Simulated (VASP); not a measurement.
# Tc (P6_3/mmc) in VASP: notebook, part 2 of 2

VASP 6.6.1. The steps go on from the part before.

## 4. Single point, PBE

This run uses another cell than the first one, of 13.30 Å³/atom.

Input file INCAR:

```
SYSTEM = Tc
PREC = Accurate ; ENCUT = 560
EDIFF = 1E-6 ; ISMEAR = -1
SIGMA = 0.05 ; LREAL = .False.
LASPH = .True. ; NELM = 120
ALGO = Normal ; ISIF = 2
LWAVE = .False. ; LCHARG = .True.
GGA = PE ; LELF = .True.
LVHAR = .True. ; NBANDS = 38
GGA_COMPAT = .False.
```

Input file KPOINTS:

```
regular mesh
0
Gamma
  11 11 3
  0 0 0
```

Input file POSCAR:

```
Tc
1.0
    2.6722964035      0.0000000000      0.0000000000
   -1.3361482017      2.3142765718      0.0000000000
    0.0000000000      0.0000000000      8.6012946357
Tc
4
Direct
    0.6666666667      0.3333333333      0.7500000000
    0.0000000000      0.0000000000      0.5000000000
    0.3333333333      0.6666666667      0.2500000000
    0.0000000000      0.0000000000      0.0000000000
```

Potentials or basis: VASP PAW PBE potentials, release 64 (Tc_sv).

On the command line:

```bash
$ cat potpaw_PBE.64/Tc_sv/POTCAR > POTCAR
$ mpirun -np 1 vasp_std > vasp.out
```

OUTCAR:

```text
SYSTEM = Tc
   PREC = Accurate
   ENCUT = 560
   EDIFF = 1E-6
   ISMEAR = -1
   LREAL = .False.
   LASPH = .True.
   NELM = 120
   ISIF = 2
   GGA = PE

 ion  position               nearest neighbor table
   1  0.667  0.333  0.750-   2 2.65   4 2.65   2 2.65   4 2.65   2 2.65   4 2.65
   2  0.000  0.000  0.500-   1 2.65   3 2.65   3 2.65   1 2.65   1 2.65   3 2.65
   3  0.333  0.667  0.250-   2 2.65   4 2.65   2 2.65   4 2.65   2 2.65   4 2.65
   4  0.000  0.000  0.000-   1 2.65   3 2.65   3 2.65   1 2.65   1 2.65   3 2.65

  LATTYP: Found a hexagonal cell.
 ALAT       =     2.6722964035
 C/A-ratio  =     3.2186903460
[... 1184 lines left out ...]
  --------------------------------------------------------------------------------------
  -------------------------------------------------------------------------------------
  Total        9.6090501      9.6090501      9.5930039      0.0000000      0.0000000      0.0000000
  in kB      289.4191934    289.4191934    288.9358924      0.0000000      0.0000000      0.0000000
  external PRESSURE =     289.2580931 kB  Pullay stress =       0.0000000 kB

 VOLUME and BASIS-vectors are now :
 -----------------------------------------------------------------------------
  energy-cutoff  :      560.00
  volume of cell :       53.19
      direct lattice vectors                 reciprocal lattice vectors
     2.672296403  0.000000000  0.000000000     0.374209986  0.216050236  0.000000000
    -1.336148202  2.314276572  0.000000000     0.000000000  0.432100472  0.000000000
     0.000000000  0.000000000  8.601294636     0.000000000  0.000000000  0.116261568

 POSITION                                       TOTAL-FORCE (eV/Angst)
 -----------------------------------------------------------------------------------
      1.33615      0.77143      6.45097         0.000000      0.000000     -0.000000
      0.00000      0.00000      4.30065         0.000000      0.000000      0.000000
     -0.00000      1.54285      2.15032        -0.000000      0.000000     -0.000000
      0.00000      0.00000      0.00000         0.000000      0.000000      0.000000
 -----------------------------------------------------------------------------------
    total drift:                               -0.000000      0.000000     -0.000000

  FREE ENERGIE OF THE ION-ELECTRON SYSTEM (eV)
  ---------------------------------------------------
  free  energy   TOTEN  =       -41.0566574293 eV

  energy  without entropy=      -41.0285918040  energy(sigma->0) =      -41.04262462
```

Wall time 47 s (1 thread of Intel Xeon Platinum 8488C (Sapphire Rapids), shared host); peak memory 0.21 GiB.

What came out:

| Item | Value |
| --- | --- |
| Free energy | -41.0567 eV |
| Pressure | 28.9 GPa |
| Band gap on the k mesh | zero (bands 30 and 31 overlap by 3.33 eV) |

Caveat: the cell stands under pressure.

## 5. Single point, PBE

This run uses another cell than the first one, of 13.39 Å³/atom.

Input file INCAR:

```
SYSTEM = Tc
ALGO = Normal
EDIFF = 1E-6
ENCUT = 560
GGA = PE
GGA_COMPAT = .False.
ISIF = 2
ISMEAR = -1
LASPH = .True.
LCHARG = .False.
LREAL = .False.
LWAVE = .False.
NBANDS = 38
NELM = 120
PREC = Accurate
SIGMA = 0.05
```

Input file KPOINTS:

```
k-points
0
Gamma
  11 11 3
  0 0 0
```

Input file POSCAR:

```
Tc
1.0
    2.6834343898      0.0000000000      0.0000000000
   -1.3417171949      2.3239223509      0.0000000000
    0.0000000000      0.0000000000      8.5906610552
Tc
4
Direct
    0.6666666667      0.3333333333      0.7500000000
    0.0000000000      0.0000000000      0.5000000000
    0.3333333333      0.6666666667      0.2500000000
    0.0000000000      0.0000000000      0.0000000000
```

On the command line:

```bash
$ cat potpaw_PBE.64/Tc_sv/POTCAR > POTCAR
$ mpirun -np 1 vasp_std > vasp.out
```

It took 32 s on 1 thread of Intel Xeon 6975P-C (Granite Rapids), shared host; peak memory 0.2 GiB.

Results (log left out):

| Quantity | Value |
| --- | --- |
| Free energy | -41.1233 eV |
| Pressure | 25.9 GPa |
| Band gap on the k mesh | zero (bands 30 and 31 overlap by 3.28 eV) |

Stress tensor (GPa, compression positive):
```
25.18  0.00  0.00
 0.00 25.18  0.00
 0.00  0.00 27.41
```

Levels at points of the mesh, in eV from the Fermi level:
```tsv
k point	band 27	band 28	band 29	band 30	band 31	band 32	band 33	band 34
(0.00, 0.00, 0.00)	-1.67	-1.41	-1.41	-1.28	-1.28	0.28	0.28	1.06
```

Caveat: the cell stands under pressure.

## 6. The runs side by side

| cell | gap on the mesh (eV) | pressure (GPa) |
| --- | --- | --- |
| a = 2.694, b = 2.694, c = 8.672 Å, angles 90.0, 90.0, 120.0°, 4 atoms | none | 18.9 |
| a = 2.702, b = 2.702, c = 8.651 Å, angles 90.0, 90.0, 120.0°, 4 atoms | none | 17.6 |
| a = 2.672, b = 2.672, c = 8.601 Å, angles 90.0, 90.0, 120.0°, 4 atoms | none | 28.9 |
| a = 2.683, b = 2.683, c = 8.591 Å, angles 90.0, 90.0, 120.0°, 4 atoms | none | 25.9 |

Alike in all rows: task single point; level PBE; potentials or basis VASP PAW PBE potentials, release 64 (Tc_sv); no spin polarisation; k mesh 11 × 11 × 3; cutoff (eV) 560; smearing fermi-dirac 0.05 eV.

Caveats: the cell stands under pressure.

Total energies depend on the potentials used, so only differences within one code and one set of settings carry meaning.
